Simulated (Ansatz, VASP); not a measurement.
# AlRu: VASP beside Ansatz

```
Al Ru
1.0
     3.00408    0.00000    0.00000
     0.00000    3.00408    0.00000
     0.00000    0.00000    3.00408
Al Ru
1 1
Direct
  0.00000 0.00000 0.00000
  0.50000 0.50000 0.50832
```

Change from the starting cell: all Ru atoms moved +0.025 Å, as atom 2 along Cartesian [0 0 1].

Alike in both runs: task single point; functional PBE; k mesh 20 × 20 × 20; occupations gaussian, width 0.15 eV; no spin polarisation.

```csv
,VASP,Ansatz
version,VASP 6.6.1,Ansatz 0.2.0
potentials or method,"VASP PAW PBE potentials, release 64 (Al, Ru_pv), cutoff 520 eV","scalar-relativistic, plane waves, PAW"
valence electrons in the cell,17,19
```

Ansatz gave:

- gap on the k mesh at the Fermi level (eV): none
- pressure (GPa): 0.0
- rms of the force components (eV/Å): 0.107

**Question.** Which values does VASP return?

**Answer.** gap on the k mesh at the Fermi level (eV): none; pressure (GPa): 0.0; rms of the force components (eV/Å): 0.108.

Atom by atom the forces differ by 0.001 eV/Å (rms over components). A gap of «none» marks a metal or a gap that the smearing closes. With one functional, cell and mesh, what is left measures potentials, basis and numerics. VASP's potentials hold 17 valence electrons a cell and Ansatz's 19, so a difference there can come from the potentials and not from the codes.
